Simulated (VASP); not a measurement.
# AlNi (CsCl type) (Pm-3m) in VASP: a series of runs

AlNi (CsCl type) is run at these levels: HSE06; tasks: single point.

Program: VASP 6.6.1. These are calculated values, not measurements. Logs are shortened: lines on timing, memory, paths and dates and some standing lists are left out, and cuts for length are marked.

## 1. The cell of the first run

It takes space group Pm-3m (No. 221, cubic). The conventional cell has a = 2.900 Å, b = 2.900 Å, c = 2.900 Å, α = 90.00°, β = 90.00°, γ = 90.00°. Within 3.3 Å of Ni (site symmetry m-3m) lie 8 Al at 2.51 Å and 6 Ni at 2.90 Å. Al (site symmetry m-3m) has 8 Ni at 2.51 Å and 6 Al at 2.90 Å within 3.3 Å.

## 2. Single point, HSE06

Contents of POSCAR:

```
AlNi
1.0
    2.8996013994      0.0000000000      0.0000000000
    0.0000000000      2.8996013994      0.0000000000
    0.0000000000      0.0000000000      2.8996013994
Ni Al
1 1
Direct
    0.0000000000      0.0000000000      0.0000000000
    0.5000000000      0.5000000000      0.5000000000
```

Contents of INCAR.step1:

```
SYSTEM = AlNi
  ALGO = Normal
  EDIFF = 1E-5
  ENCUT = 520
  GGA = PE
  ISIF = 2
  ISMEAR = -1
  LASPH = .True.
  LREAL = .False.
  LWAVE = .True.
  NBANDS = 14
  NELM = 100
  PREC = Accurate
  SIGMA = 0.1
```

Contents of INCAR.step2:

```
SYSTEM = AlNi
  ALGO = Normal
  EDIFF = 1E-6
  ENCUT = 520
  GGA = PE
  HFSCREEN = 0.2079
  ISIF = 2
  ISMEAR = -1
  ISTART = 1
  LASPH = .True.
  LCHARG = .True.
  LELF = .True.
  LHFCALC = .True.
  LREAL = .False.
  LVHAR = .True.
  LWAVE = .False.
  NBANDS = 14
  NELM = 100
  PREC = Accurate
  PRECFOCK = Normal
  SIGMA = 0.1
```

Contents of KPOINTS:

```
k-points
0
Gamma
  4 4 4
  0 0 0
```

Potentials or basis: VASP PAW PBE potentials, release 64 (Ni, Al).

Launch:

```
$ cat potpaw_PBE.64/Ni/POTCAR potpaw_PBE.64/Al/POTCAR > POTCAR
$ cp INCAR.step1 INCAR
$ mpirun -np 1 vasp_std > vasp.out
$ cp INCAR.step2 INCAR
$ mpirun -np 1 vasp_std > vasp.out
```

OUTCAR:

```text
SYSTEM = AlNi
   EDIFF = 1E-6
   ENCUT = 520
   GGA = PE
   HFSCREEN = 0.2079
   ISIF = 2
   ISMEAR = -1
   ISTART = 1
   LASPH = .True.
   LHFCALC = .True.
   LREAL = .False.
   NELM = 100
   PREC = Accurate
   PRECFOCK = Normal

 ion  position               nearest neighbor table
   1  0.000  0.000  0.000-   2 2.51   2 2.51   2 2.51   2 2.51   2 2.51   2 2.51   2 2.51   2 2.51

   2  0.500  0.500  0.500-   1 2.51   1 2.51   1 2.51   1 2.51   1 2.51   1 2.51   1 2.51   1 2.51

  LATTYP: Found a simple cubic cell.
 ALAT       =     2.8996013994

  Lattice vectors:

 A1 = (   2.8996013994,   0.0000000000,   0.0000000000)
 A2 = (   0.0000000000,   2.8996013994,   0.0000000000)
 A3 = (   0.0000000000,   0.0000000000,   2.8996013994)

Analysis of symmetry for initial positions (statically):
=====================================================================
 Subroutine PRICEL returns:
 Original cell was already a primitive cell.

 Routine SETGRP: Setting up the symmetry group for a
 simple cubic supercell.

 Subroutine GETGRP returns: Found 48 space group operations
 (whereof 48 operations were pure point group operations)
 out of a pool of 48 trial point group operations.

The static configuration has the point symmetry O_h .

Analysis of symmetry for dynamics (positions and initial velocities):
=====================================================================
 Subroutine PRICEL returns:
 Original cell was already a primitive cell.

 Routine SETGRP: Setting up the symmetry group for a
 simple cubic supercell.

 Subroutine GETGRP returns: Found 48 space group operations
 (whereof 48 operations were pure point group operations)
 out of a pool of 48 trial point group operations.

The dynamic configuration has the point symmetry O_h .

 Subroutine INISYM returns: Found 48 space group operations
 (whereof 48 operations are pure point group operations),
 and found     1 'primitive' translations

----------------------------------------------------------------------------------------

                                     Primitive cell

  volume of cell :      24.3789

  direct lattice vectors                    reciprocal lattice vectors
     2.899601399  0.000000000  0.000000000     0.344874989  0.000000000  0.000000000
     0.000000000  2.899601399  0.000000000     0.000000000  0.344874989  0.000000000
     0.000000000  0.000000000  2.899601399     0.000000000  0.000000000  0.344874989

  length of vectors
     2.899601399  2.899601399  2.899601399     0.344874989  0.344874989  0.344874989

  position of ions in fractional coordinates (direct lattice)
     0.000000000  0.000000000  0.000000000
     0.500000000  0.500000000  0.500000000

  ion indices of the primitive-cell ions
   primitive index   ion index
                 1           1
                 2           2

----------------------------------------------------------------------------------------

 KPOINTS: k-points

Automatic generation of k-mesh.
 Grid dimensions read from file:
 generate k-points for:    4    4    4

 Generating k-lattice:

  Cartesian coordinates                     Fractional coordinates (reciprocal lattice)
     0.086218747  0.000000000  0.000000000     0.250000000  0.000000000  0.000000000
     0.000000000  0.086218747  0.000000000     0.000000000  0.250000000  0.000000000
     0.000000000  0.000000000  0.086218747     0.000000000  0.000000000  0.250000000

  Length of vectors
     0.086218747  0.086218747  0.086218747

  Shift w.r.t. Gamma in fractional coordinates (k-lattice)
     0.000000000  0.000000000  0.000000000

 Subroutine IBZKPT returns following result:
 ===========================================

 Found     10 irreducible k-points:

 Following reciprocal coordinates:
            Coordinates               Weight
  0.000000  0.000000  0.000000      1.000000
  0.250000  0.000000  0.000000      6.000000
  0.500000  0.000000  0.000000      3.000000
  0.250000  0.250000  0.000000     12.000000
  0.500000  0.250000  0.000000     12.000000
  0.500000  0.500000  0.000000      3.000000
  0.250000  0.250000  0.250000      8.000000
  0.500000  0.250000  0.250000     12.000000
  0.500000  0.500000  0.250000      6.000000
  0.500000  0.500000  0.500000      1.000000
   k-points           NKPTS =     10   k-points in BZ     NKDIM =     64   number of bands    NBANDS=     14
   number of dos      NEDOS =    301   number of ions     NIONS =      2
   total plane-waves  NPLWV =  13824
   dimension x,y,z NGX =    24 NGY =   24 NGZ =   24
   dimension x,y,z NGXF=    48 NGYF=   48 NGZF=   48
   ions per type =               1   1
   NGX,Y,Z   is equivalent  to a cutoff of  13.76, 13.76, 13.76 a.u.
   NGXF,Y,Z  is equivalent  to a cutoff of  27.52, 27.52, 27.52 a.u.
 SYSTEM =  AlNi
   PREC   = accura    normal or accurate (medium, high low for compatibility)
   ISTART =      1    job   : 0-new  1-cont  2-samecut
   ICHARG =      0    charge: 1-file 2-atom 10-const
   ISPIN  =      1    spin polarized calculation?
   LNONCOLLINEAR =      F non collinear calculations
   LSORBIT =      F    spin-orbit coupling
   LASPH  =      T    aspherical Exc in radial PAW
   ENCUT  =  520.0 eV  38.22 Ry    6.18 a.u.   5.39  5.39  5.39*2*pi/ulx,y,z
   NELM   =    100;   NELMIN=  2; NELMDL=  0     # of ELM steps
   EDIFF  = 0.1E-05   stopping-criterion for ELM
   LREAL  =      F    real-space projection
   EDIFFG = 0.1E-04   stopping-criterion for IOM
   NSW    =      0    number of steps for IOM
   IBRION =     -1    ionic relax: 0-MD 1-quasi-New 2-CG
   NFREE  =      0    steps in history (QN), initial steepest desc. (CG)
   ISIF   =      2    stress and relaxation
   ISYM   =      3    0-nonsym 1-usesym 2-fastsym
   POTIM  = 0.5000    time-step for ionic-motion
   TEBEG  =    0.0;   TEEND  =   0.0 temperature during run
   PSTRESS=    0.0 pullay stress
   NELECT =      13.0000    total number of electrons
   NUPDOWN=      -1.0000    fix difference up-down
   EMIN   =  10.00;   EMAX   =-10.00  energy-range for DOS
   EFERMI =   0.00;   METHOD = LEGACY
   ISMEAR =    -1;   SIGMA  =   0.10  broadening in eV -4-tet -1-fermi 0-gaus
   EFERMI_NEDOS =   21; number of points for ismear=-14 and -15
   IALGO  =     38    algorithm
   IMIX   =      1    mixing-type and parameters
     AMIX     =   0.40;   BMIX     =  1.00
     AMIX_MAG =   1.60;   BMIX_MAG =  1.00
  volume/ion in A,a.u.               =      12.19        82.26
  Fermi-wavevector in a.u.,A,eV,Ry     =   1.327550  2.508706 23.978768  1.762390
  Thomas-Fermi vector in A             =   2.456854
   LORBIT       =      0    0 simple, 1 ext, 2 COOP (PROOUT), +10 PAW based schemes
   GGA     = PE    functional components
   LHFCALC =     T    Hartree Fock is set to
   PRECFOCK=normal    Normal, Fast or Accurate (Low or Medium for compatibility)
   ENCUT4O =  -1.0   cutoff for four orbital integrals eV
   NKREDX  =     1    reduce k-point grid by
   NKREDY  =     1    reduce k-point grid by
   NKREDZ  =     1    reduce k-point grid by
   AEXX    =    0.2500 exact exchange contribution
   HFSCREEN=    0.2079 screening length (either q_TF or 0.3 A-1)
   HFSCREENC=   0.2079 screening length for correlation (either q_TF or 0.3 A-1)
   ENCUTFOCK=  -1.0 apply spherical cutoff to Coloumb kernel
   IVDW    =     0    specifies the selected vdW correction
   LEPSILON=     F    determine dielectric tensor
   LRPA    =     F    only Hartree local field effects (RPA)
 non-spin polarized calculation
  energy-cutoff  :      520.00
  volume of cell :       24.38
 maximum number of plane-waves:       691
 NGX is ok and might be reduce to    24
  NGX = 18; NGY = 18; NGZ = 18

 number of electron      13.0000011 magnetization

 Free energy of the ion-electron system (eV)
  ---------------------------------------------------
  ext. energy  EPLUGINS =         0.00000000
  ---------------------------------------------------
  free energy    TOTEN  =       -12.00385171 eV

  energy without entropy =      -11.98199675  energy(sigma->0) =      -11.99292423

 E-fermi :   9.2272     XC(G=0):  -9.7453

 val. band max:        9.1155678553   @ k =   0.5000   0.5000   0.2500
 cond. band min:      10.6489872924   @ k =   0.2500   0.0000   0.0000
 fundamental gap:      1.5334194371
 Fermi energy:         9.2272156850

 k-point     1 :       0.0000    0.0000    0.0000
  band No.  band energies     occupation
      1      -2.7632      2.00000
      2       5.4779      2.00000
      3       5.4779      2.00000
      4       7.2690      2.00000
      5       7.2690      2.00000
      6       7.2690      2.00000
      7      15.7754      0.00000
      8      15.7754      0.00000
      9      15.7754      0.00000
     10      18.6222      0.00000
     11      18.6222      0.00000
     12      24.4233      0.00000
     13      31.8158      0.00000
     14      31.8158      0.00000

 k-point     2 :       0.2500    0.0000    0.0000
  band No.  band energies     occupation
      1      -1.5091      2.00000
      2       5.1608      2.00000
      3       5.7146      2.00000
      4       6.8559      2.00000
      5       6.8559      2.00000
      6       7.3104      2.00000
      7      10.6490      0.00000
      8      17.2835      0.00000
      9      17.2835      0.00000
     10      18.6327      0.00000
     11      22.2370      0.00000
     12      26.2556      0.00000
     13      26.2556      0.00000
     14      28.6387      0.00000

 k-point     3 :       0.5000    0.0000    0.0000
  band No.  band energies     occupation
      1       1.8767      2.00000
      2       2.0654      2.00000
      3       5.9683      2.00000
      4       6.4963      2.00000
      5       6.4963      2.00000
      6       7.3516      2.00000
      7       8.5298      1.99813
      8      18.6508      0.00000
      9      20.6397      0.00000
     10      20.6397      0.00000
     11      21.3802      0.00000
     12      21.3802      0.00000
     13      24.8256      0.00000
     14      25.9570      0.00000

 k-point     4 :       0.2500    0.2500    0.0000
  band No.  band energies     occupation
      1      -0.3139      2.00000
      2       5.3933      2.00000
      3       5.6602      2.00000
      4       6.4986      2.00000
      5       6.8764      2.00000
      6       6.9850      2.00000
      7      10.8038      0.00000
      8      12.7167      0.00000
      9      18.6771      0.00000
     10      19.3831      0.00000
     11      22.1231      0.00000
     12      26.6784      0.00000
     13      26.7590      0.00000
     14      27.4422      0.00000

 k-point     5 :       0.5000    0.2500    0.0000
  band No.  band energies     occupation
      1       2.5035      2.00000
      2       3.2729      2.00000
      3       6.2001      2.00000
      4       6.4002      2.00000
      5       6.5916      2.00000
      6       7.0049      2.00000
      7       8.4499      1.99916
      8      14.9437      0.00000
      9      15.2510      0.00000
     10      21.8373      0.00000
     11      22.3867      0.00000
     12      22.6787      0.00000
     13      26.0290      0.00000
     14      28.5005      0.00000

 k-point     6 :       0.5000    0.5000    0.0000
  band No.  band energies     occupation
      1       3.2853      2.00000
      2       5.4776      2.00000
      3       6.3706      2.00000
      4       6.3706      2.00000
      5       6.6905      2.00000
      6       6.6905      2.00000
      7       7.9077      2.00000
      8      11.6151      0.00000
      9      12.3827      0.00000
     10      22.6752      0.00000
     11      25.8877      0.00000
     12      25.8877      0.00000
     13      25.9205      0.00000
     14      25.9205      0.00000

 k-point     7 :       0.2500    0.2500    0.2500
  band No.  band energies     occupation
      1       0.8025      2.00000
      2       5.6196      2.00000
      3       5.6196      2.00000
      4       6.5783      2.00000
      5       6.6757      2.00000
      6       6.6757      2.00000
      7      12.2035      0.00000
      8      12.2035      0.00000
      9      14.3567      0.00000
     10      20.7469      0.00000
     11      20.7469      0.00000
     12      22.0340      0.00000
     13      28.0139      0.00000
     14      28.0139      0.00000

 k-point     8 :       0.5000    0.2500    0.2500
  band No.  band energies     occupation
      1       3.1025      2.00000
      2       4.2045      2.00000
      3       5.4799      2.00000
      4       6.5883      2.00000
      5       6.7333      2.00000
      6       7.8819      2.00000
      7       8.6353      1.99464
      8      15.4816      0.00000
      9      15.7311      0.00000
     10      16.2528      0.00000
     11      17.1488      0.00000
     12      22.9873      0.00000
     13      26.7197      0.00000
     14      29.3923      0.00000

 k-point     9 :       0.5000    0.5000    0.2500
  band No.  band energies     occupation
      1       3.8597      2.00000
      2       5.0304      2.00000
      3       5.0304      2.00000
      4       6.5508      2.00000
      5       7.9260      2.00000
      6       9.1156      1.50668
      7       9.1156      1.50667
      8      11.7318      0.00000
      9      12.6413      0.00000
     10      18.0374      0.00000
     11      18.8660      0.00000
     12      18.8660      0.00000
     13      22.4299      0.00000
     14      32.5057      0.00000

 k-point    10 :       0.5000    0.5000    0.5000
  band No.  band energies     occupation
      1       4.5411      2.00000
      2       4.5411      2.00000
      3       4.5411      2.00000
      4       7.9523      1.99999
      5       7.9523      1.99999
      6      12.0142      0.00000
      7      12.0142      0.00000
      8      12.0142      0.00000
      9      13.6840      0.00000
     10      14.5300      0.00000
     11      14.5300      0.00000
     12      14.5300      0.00000
     13      18.5320      0.00000
     14      38.1930      0.00000

------------------------ aborting loop because EDIFF is reached ----------------------------------------

  FORCE on cell =-STRESS in cart. coord.  units (eV):
  Direction    XX          YY          ZZ          XY          YZ          ZX
  --------------------------------------------------------------------------------------
  -------------------------------------------------------------------------------------
  Total       -1.0019851     -1.0019851     -1.0019851     -0.0000000     -0.0000000      0.0000000
  in kB      -65.8501748    -65.8501748    -65.8501748     -0.0000000     -0.0000000      0.0000000
  external PRESSURE =     -65.8501748 kB  Pullay stress =       0.0000000 kB

 VOLUME and BASIS-vectors are now :
 -----------------------------------------------------------------------------
  energy-cutoff  :      520.00
  volume of cell :       24.38
      direct lattice vectors                 reciprocal lattice vectors
     2.899601399  0.000000000  0.000000000     0.344874989  0.000000000  0.000000000
     0.000000000  2.899601399  0.000000000     0.000000000  0.344874989  0.000000000
     0.000000000  0.000000000  2.899601399     0.000000000  0.000000000  0.344874989

 POSITION                                       TOTAL-FORCE (eV/Angst)
 -----------------------------------------------------------------------------------
      0.00000      0.00000      0.00000         0.000000      0.000000      0.000000
      1.44980      1.44980      1.44980         0.000000      0.000000      0.000000
 -----------------------------------------------------------------------------------
    total drift:                               -0.000006     -0.000006     -0.000006

  FREE ENERGIE OF THE ION-ELECTRON SYSTEM (eV)
  ---------------------------------------------------
  free  energy   TOTEN  =       -12.0038517135 eV

  energy  without entropy=      -11.9819967455  energy(sigma->0) =      -11.99292423
```

It took 5.5 min on 1 thread of Intel Xeon 6975P-C, shared host; peak memory 0.24 GiB.

Results:

| Item | Value |
| --- | --- |
| Free energy | -12.0039 eV |
| Pressure | -6.6 GPa |

Caveat: the k points lie up to 0.54 Å⁻¹ apart; the PAW data sets were made with another functional, which shifts forces and pressure a little.

(Part 1 of 2 ends here.)
